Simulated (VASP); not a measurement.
Wanted: the native input for a VASP 6.6.1 run.

| Property | Result |
| --- | --- |
| Task | single point |
| Functional | PBEsol |
| Potentials or basis | VASP PAW PBE potentials, release 64 (Bi_d) |
| Cutoff | 520 eV |
| k mesh | 12 × 12 × 4 |
| Occupations | gaussian, width 0.15 eV |
| Spin | no spin polarisation |
| Dipole correction | no |
| Further INCAR settings | ALGO = Fast; EDIFF = 1e-07; NBANDS = 22 |

The structure of Bi lies in POSCAR:

```
Bi
1.0
    4.4028302907      0.0000000000      0.0000000000
   -2.2014151454      3.8129628803      0.0000000000
    0.0000000000      0.0000000000     11.8290000000
Bi
2
Direct
    0.3333333333      0.6666666667      0.2500000000
    0.6666666667      0.3333333333      0.7500000000
```

This cell differs from its parent crystal: strain -0.030 along x and y, +0.000 along z.

One way to write it, as run:

INCAR

```
ALGO     = Fast           # electronic algorithm
EDIFF    = 1E-7           # SCF threshold, eV
ENCUT    = 520            # plane-wave cutoff, eV
GGA      = PS             # functional
ISIF     = 2              # what is computed and relaxed
ISMEAR   = 0              # smearing method
LASPH    = True           # aspherical terms in the spheres
LCHARG   = False          # write CHGCAR
LREAL    = False          # projectors in reciprocal space
LWAVE    = False          # write WAVECAR
NBANDS   = 22             # bands
NELM     = 100            # most SCF steps
PREC     = Accurate       # precision mode
SIGMA    = 0.15           # smearing width, eV
```

KPOINTS

```
k-points
0
Gamma
  12 12 4
```

Potentials or basis: VASP PAW PBE potentials, release 64 (Bi_d).

Command:

```bash
$ cat potpaw_PBE.64/Bi_d/POTCAR > POTCAR
$ mpirun -np 1 vasp_std > vasp.out
```

Results of the run:

The pressure is -3.9 GPa. The band gap on the k mesh is zero (band 15 reaches 0.75 eV, above the bottom of band 16 at -1.77 eV).

Caveat: the cell differs from its parent crystal (strain -0.030 along x and y, +0.000 along z); the PAW data sets were made with another functional, which shifts forces and pressure a little; spin-orbit coupling is left out, which moves the levels of the heavy elements.

Run time: 2.8 min on 1 thread of AMD EPYC 9R45 96-Core Processor (Zen 5) (shared host), peak memory 0.41 GiB.
